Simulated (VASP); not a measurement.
Here is a VASP 6.6.1 calculation.

Contents of INCAR:

```
ALGO     = Normal         # electronic algorithm
EDIFF    = 1E-6           # SCF threshold, eV
EDIFFG   = -0.002         # ionic threshold
ENCUT    = 600            # plane-wave cutoff, eV
GGA      = PE             # functional
IBRION   = 2              # ionic algorithm
ISIF     = 3              # what is computed and relaxed
ISMEAR   = -1             # smearing method
LASPH    = True           # aspherical terms in the spheres
LCHARG   = False          # write CHGCAR
LREAL    = False          # projectors in reciprocal space
LWAVE    = False          # write WAVECAR
NELM     = 80             # most SCF steps
NSW      = 80             # ionic steps
PREC     = Accurate       # precision mode
PSTRESS  = 502.0        
SIGMA    = 0.1            # smearing width, eV
```

Contents of KPOINTS:

```
k-points
0
Gamma
  18 18 18
```

The input POSCAR:

```
Ta
1.0
   -1.5615131466      1.5615131466      1.5615131466
    1.5615131466     -1.5615131466      1.5615131466
    1.5615131466      1.5615131466     -1.5615131466
Ta
1
Direct
    0.0000000000      0.0000000000      0.0000000000
```

Potentials or basis: VASP PAW PBE potentials, release 64 (Ta_pv).

The run is started by

```sh
$ cat potpaw_PBE.64/Ta_pv/POTCAR > POTCAR
$ mpirun -np 1 vasp_std > vasp.out
```

(1) Predict the space group after relaxing (to 0.05 Å).

(2) What does it give for the relaxed cell?

(3) Predict the relaxed volume.

Answers

(1) Im-3m (No. 229).

(2) a = 2.707 Å, b = 2.707 Å, c = 2.707 Å, α = 109.47°, β = 109.47°, γ = 109.47°.

(3) 15.26 Å³/atom.

Caveat: the cell is relaxed towards a set pressure, so the enthalpy falls and the energy may rise.
